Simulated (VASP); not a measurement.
# TiAl (P-6m2) in VASP: further runs

TiAl is run at these levels: PBEsol; tasks: single point, relaxation of volume and atoms at fixed shape.

Program: VASP 6.6.1. These are calculated values, not measurements. Logs are shortened: lines on timing, memory, paths and dates and some standing lists are left out, and cuts for length are marked.

## (1) The cell of the first run

It takes space group P-6m2 (No. 187, hexagonal). Conventional cell: a = 2.843 Å, b = 2.843 Å, c = 4.638 Å, α = 90.00°, β = 90.00°, γ = 120.00°. Ti (site symmetry -6m2) has 6 Al at 2.84 Å and 6 Ti at 2.84 Å within 3.7 Å. Al (site symmetry -6m2) has 6 Ti at 2.84 Å and 6 Al at 2.84 Å within 3.7 Å.

## (2) Single point, PBEsol

INCAR

```
  ALGO = Normal
  EDIFF = 1E-6
  ENCUT = 520
  GGA = PS
  ISIF = 2
  ISMEAR = -1
  LASPH = True
  LCHARG = True
  LELF = True
  LREAL = False
  LVHAR = True
  LWAVE = False
  NBANDS = 14
  NELM = 100
  PREC = Accurate
  SIGMA = 0.1
```

KPOINTS

```
k-points
0
Gamma
  19 19 10
```

POSCAR

```
TiAl
1.0
    2.8427264191      0.0000000000      0.0000000000
   -1.4213632095      2.4618732949      0.0000000000
    0.0000000000      0.0000000000      4.6380517076
Ti Al
1 1
Direct
    0.0000000000      0.0000000000      0.0000000000
    0.3333333333      0.6666666667      0.5000000000
```

Potentials or basis: VASP PAW PBE potentials, release 64 (Ti_sv, Al).

Started as:

```
cat potpaw_PBE.64/Ti_sv/POTCAR potpaw_PBE.64/Al/POTCAR > POTCAR
mpirun -np 1 vasp_std > vasp.out
```

OUTCAR:

```text
EDIFF = 1E-6
   ENCUT = 520
   GGA = PS
   ISIF = 2
   ISMEAR = -1
   LASPH = True
   LREAL = False
   NELM = 100
   PREC = Accurate

 ion  position               nearest neighbor table
   1  0.000  0.000  0.000-   2 2.84   2 2.84   2 2.84   2 2.84   2 2.84   2 2.84
   2  0.333  0.667  0.500-   1 2.84   1 2.84   1 2.84   1 2.84   1 2.84   1 2.84

  LATTYP: Found a hexagonal cell.
 ALAT       =     2.8427264191
 C/A-ratio  =     1.6315504990

  Lattice vectors:

 A1 = (   2.8427264191,   0.0000000000,   0.0000000000)
 A2 = (  -1.4213632095,   2.4618732949,   0.0000000000)
 A3 = (   0.0000000000,   0.0000000000,   4.6380517076)

Analysis of symmetry for initial positions (statically):
=====================================================================
 Subroutine PRICEL returns:
 Original cell was already a primitive cell.

 Routine SETGRP: Setting up the symmetry group for a
 hexagonal supercell.

 Subroutine GETGRP returns: Found 12 space group operations
 (whereof 12 operations were pure point group operations)
 out of a pool of 24 trial point group operations.

The static configuration has the point symmetry D_3h.

Analysis of symmetry for dynamics (positions and initial velocities):
=====================================================================
 Subroutine PRICEL returns:
 Original cell was already a primitive cell.

 Routine SETGRP: Setting up the symmetry group for a
 hexagonal supercell.

 Subroutine GETGRP returns: Found 12 space group operations
 (whereof 12 operations were pure point group operations)
 out of a pool of 24 trial point group operations.

The dynamic configuration has the point symmetry D_3h.

 Subroutine INISYM returns: Found 12 space group operations
 (whereof 12 operations are pure point group operations),
 and found     1 'primitive' translations

----------------------------------------------------------------------------------------

                                     Primitive cell

  volume of cell :      32.4591

  direct lattice vectors                    reciprocal lattice vectors
     2.842726419  0.000000000  0.000000000     0.351774970  0.203097373  0.000000000
    -1.421363209  2.461873295  0.000000000     0.000000000  0.406194747  0.000000000
     0.000000000  0.000000000  4.638051708     0.000000000  0.000000000  0.215607773

  length of vectors
     2.842726419  2.842726419  4.638051708     0.406194747  0.406194747  0.215607773

[... 88 lines left out ...]
   POTIM  = 0.5000    time-step for ionic-motion
   TEBEG  =    0.0;   TEEND  =   0.0 temperature during run
   PSTRESS=    0.0 pullay stress
   NELECT =      15.0000    total number of electrons
   NUPDOWN=      -1.0000    fix difference up-down
   EMIN   =  10.00;   EMAX   =-10.00  energy-range for DOS
   EFERMI =   0.00;   METHOD = LEGACY
   ISMEAR =    -1;   SIGMA  =   0.10  broadening in eV -4-tet -1-fermi 0-gaus
   EFERMI_NEDOS =   21; number of points for ismear=-14 and -15
   IALGO  =     38    algorithm
   IMIX   =      4    mixing-type and parameters
     AMIX     =   0.40;   BMIX     =  1.00
     AMIX_MAG =   1.60;   BMIX_MAG =  1.00
  volume/ion in A,a.u.               =      16.23       109.52
  Fermi-wavevector in a.u.,A,eV,Ry     =   1.265687  2.391802 21.796053  1.601965
  Thomas-Fermi vector in A             =   2.398928
   LORBIT       =      0    0 simple, 1 ext, 2 COOP (PROOUT), +10 PAW based schemes
   GGA     = PS    functional components
   LHFCALC =     F    Hartree Fock is set to
   AEXX    =    0.0000 exact exchange contribution
   IVDW    =     0    specifies the selected vdW correction
   LEPSILON=     F    determine dielectric tensor
   LRPA    =     F    only Hartree local field effects (RPA)
 non-spin polarized calculation
  energy-cutoff  :      520.00
  volume of cell :       32.46
 maximum number of plane-waves:       884
 NGX is ok and might be reduce to    24
   NGX = 11   NGY = 11   NGZ = 17

 number of electron      15.0000004 magnetization

 Free energy of the ion-electron system (eV)
  ---------------------------------------------------
  ext. energy  EPLUGINS =         0.00000000
  ---------------------------------------------------
  free energy    TOTEN  =       -12.97212779 eV

  energy without entropy =      -12.89647491  energy(sigma->0) =      -12.93430135

 E-fermi :   8.0515     XC(G=0): -11.1428

 val. band max:        8.0503534750   @ k =   0.2632   0.1579   0.5000
 cond. band min:       8.0572318065   @ k =   0.3684   0.2632   0.4000
 fundamental gap:      0.0068783315
 Fermi energy:         8.0514832844

 k-point     1 :       0.0000    0.0000    0.0000
  band No.  band energies     occupation
      1     -48.1912      2.00000
      2     -24.6206      2.00000
      3     -24.1650      2.00000
      4     -24.1650      2.00000
      5      -1.0074      2.00000
      6       5.7053      2.00000
      7       6.2017      2.00000
      8       9.3515      0.00000
      9       9.3515      0.00000
     10      10.8888      0.00000
     11      10.8888      0.00000
     12      12.0628      0.00000
     13      21.1109      0.00000
     14      21.1109      0.00000
[... 377 lines left out ...]
      1     -48.0976      2.00000
      2     -24.6889      2.00000
      3     -24.5291      2.00000
      4     -24.3245      2.00000
      5       2.4360      2.00000
      6       6.5010      2.00000
      7       6.9821      1.99995
      8       7.7338      1.91990
      9       9.8801      0.00000
     10      10.9468      0.00000
     11      12.2188      0.00000
     12      12.2570      0.00000
     13      13.3755      0.00000
     14      14.7196      0.00000

 [... further k-points ...]

------------------------ aborting loop because EDIFF is reached ----------------------------------------

  FORCE on cell =-STRESS in cart. coord.  units (eV):
  Direction    XX          YY          ZZ          XY          YZ          ZX
  --------------------------------------------------------------------------------------
  -------------------------------------------------------------------------------------
  Total        0.0974564      0.0974564     -0.1781156      0.0000000      0.0000000     -0.0000000
  in kB        4.8104363      4.8104363     -8.7917650      0.0000000      0.0000000     -0.0000000
  external PRESSURE =       0.2763692 kB  Pullay stress =       0.0000000 kB

 VOLUME and BASIS-vectors are now :
 -----------------------------------------------------------------------------
  energy-cutoff  :      520.00
  volume of cell :       32.46
      direct lattice vectors                 reciprocal lattice vectors
     2.842726419  0.000000000  0.000000000     0.351774970  0.203097373  0.000000000
    -1.421363209  2.461873295  0.000000000     0.000000000  0.406194747  0.000000000
     0.000000000  0.000000000  4.638051708     0.000000000  0.000000000  0.215607773

 POSITION                                       TOTAL-FORCE (eV/Angst)
 -----------------------------------------------------------------------------------
      0.00000      0.00000      0.00000         0.000000      0.000000      0.000000
     -0.00000      1.64125      2.31903        -0.000000     -0.000000      0.000000
 -----------------------------------------------------------------------------------
    total drift:                                0.000000     -0.000000      0.000000

  FREE ENERGIE OF THE ION-ELECTRON SYSTEM (eV)
  ---------------------------------------------------
  free  energy   TOTEN  =       -12.9721277913 eV

  energy  without entropy=      -12.8964749071  energy(sigma->0) =      -12.93430135
```

stdout:

```text
POSCAR found type information on POSCAR TiAl
 POSCAR found :  2 types and       2 ions
 scaLAPACK will be used
 -----------------------------------------------------------------------------
|                                                                             |
|                                                                             |
|     You enforced a specific xc type in the INCAR file but a different       |
|     I HOPE YOU KNOW WHAT YOU ARE DOING!                                     |
|                                                                             |
 -----------------------------------------------------------------------------

 LDA part: xc-table for (Slater+PW92), standard interpolation
 POSCAR, INCAR and KPOINTS ok, starting setup
 FFT: planning ... GRIDC
 FFT: planning ... GRID_SOFT
 FFT: planning ... GRID
 WAVECAR not read
 entering main loop
```

Run time: 2.4 min. Hardware: 1 thread of Intel Xeon 8259CL, shared host; peak memory 0.24 GiB.

What came out:

```
Free energy            : -12.9721 eV
Pressure               : 0.0 GPa
Band gap on the k mesh : zero (an odd number of electrons rules out a gap without spin polarisation)
```

Stress tensor (GPa, compression positive):
```
 0.48  0.00  0.00
 0.00  0.48  0.00
 0.00  0.00 -0.88
```

Caveat: the PAW data sets were made with another functional, which shifts forces and pressure a little.

## (3) Relaxation of volume and atoms at fixed shape, PBEsol

This run uses another cell than the first one, of 16.65 Å³/atom.

INCAR

```
SYSTEM = TiAl
PREC = Accurate
ENCUT = 600
EDIFF = 1E-6
ISMEAR = -1
SIGMA = 0.1
LREAL = .FALSE.
LASPH = .TRUE.
NELM = 60
ALGO = Normal
ISIF = 8
LWAVE = .FALSE.
LCHARG = .FALSE.
GGA = PS
IBRION = 2
NSW = 80
EDIFFG = -0.03
```

KPOINTS

```
regular mesh
0
G
  19 19 10
  0 0 0
```

POSCAR

```
TiAl
1.0
    2.8672620000      0.0000000000      0.0000000000
   -1.4336310000      2.4831220000      0.0000000000
    0.0000000000      0.0000000000      4.6780830000
Ti Al
1 1
Direct
    0.0000000000      0.0000000000      0.0000000000
    0.3333333333      0.6666666667      0.5000000000
```

Potentials or basis: VASP PAW PBE potentials, release 64 (Ti_sv, Al).

Started as:

```
cat potpaw_PBE.64/Ti_sv/POTCAR potpaw_PBE.64/Al/POTCAR > POTCAR
mpirun -np 1 vasp_std > vasp.out
```

Wall time 6.4 min (1 thread of Intel Xeon 8259CL, shared host); peak memory 0.27 GiB.

The run converged. Its results:

```
Free energy                           : -12.9724 eV
Relaxed volume                        : 16.23 Å³/atom
Relaxed cell                          : a = 2.843 Å, b = 2.843 Å, c = 4.638 Å, α = 90.00°, β = 90.00°, γ = 120.00°
Space group after relaxing (to 0.1 Å) : P-6m2 (No. 187)
Energy gained by relaxing             : 3.7 meV/atom
Ionic steps                           : 3
Pressure after relaxing               : 0.0 GPa
Band gap on the k mesh                : zero (an odd number of electrons rules out a gap without spin polarisation)
```

Stress tensor (GPa, compression positive):
```
 0.46  0.00  0.00
 0.00  0.46  0.00
 0.00  0.00 -0.90
```

Step by step:
```
step  energy change (eV)  largest force (eV/Å)  pressure (GPa)  volume (Å³)
   1              0.0000                0.0000           -2.74        33.31
   2             -0.0047                0.0000            1.78        31.95
   3             -0.0075                0.0000            0.01        32.45
```

Final structure:
```
CELL_PARAMETERS angstrom
2.84255 0.00000 0.00000
-1.42127 2.46172 0.00000
0.00000 0.00000 4.63776
ATOMIC_POSITIONS crystal
Ti 0.00000 0.00000 0.00000
Al 0.33333 0.66667 0.50000
```

Levels at points of the mesh, in eV from the Fermi level:
```tsv
k point	band 4	band 5	band 6	band 7	band 8	band 9	band 10	band 11
(0.00, 0.00, 0.00)	-32.22	-9.06	-2.35	-1.85	1.30	1.30	2.84	2.84
(0.00, 0.00, 0.50)	-32.22	-8.14	-5.35	-0.46	1.31	1.31	2.76	2.76
```

Caveat: the PAW data sets were made with another functional, which shifts forces and pressure a little.
